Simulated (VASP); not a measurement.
A run of VASP 6.6.1:

INCAR

```
SYSTEM = WSe2
  PREC = Accurate
  ENCUT = 520
  EDIFF = 1E-6
  ISMEAR = 0
  SIGMA = 0.1
  LREAL = .False.
  LASPH = .True.
  NELM = 80
  ALGO = Normal
  ISIF = 2
  LWAVE = .False.
  LCHARG = .False.
  GGA = CA
  NBANDS = 35
```

File KPOINTS:

```
regular mesh
0
Gamma
  6 6 2
  0 0 0
```

The input POSCAR:

```
WSe2
1.0
    3.3199329200      0.0000000000      0.0000000000
   -1.6599664600      2.8751462500      0.0000000000
    0.0000000000      0.0000000000     13.7371873000
W Se
2 4
Direct
    0.6666666700      0.3333333300      0.7500000000
    0.3333333300      0.6666666700      0.2500000000
    0.3333333300      0.6666666700      0.8710007900
    0.6666666700      0.3333333300      0.3710007900
    0.3333333300      0.6666666700      0.6289992100
    0.6666666700      0.3333333300      0.1289992100
```

Potentials or basis: VASP PAW LDA potentials, release 64 (W_sv, Se).

Run with:

```bash
$ cat potpaw_LDA.64/W_sv/POTCAR potpaw_LDA.64/Se/POTCAR > POTCAR
$ mpirun -np 1 vasp_std > vasp.out
```

Hardware: 1 thread of Intel(R) Xeon(R) Platinum 8259CL CPU @ 2.50GHz (Skylake/Cascade Lake), on a shared host.

Question: Estimate the wall time of this run.

Answer: Wall time 66 s on 1 thread of Intel(R) Xeon(R) Platinum 8259CL CPU @ 2.50GHz (Skylake/Cascade Lake), with other jobs on the host, peak memory 0.24 GiB. Counts: scf iterations 14, k points 14.
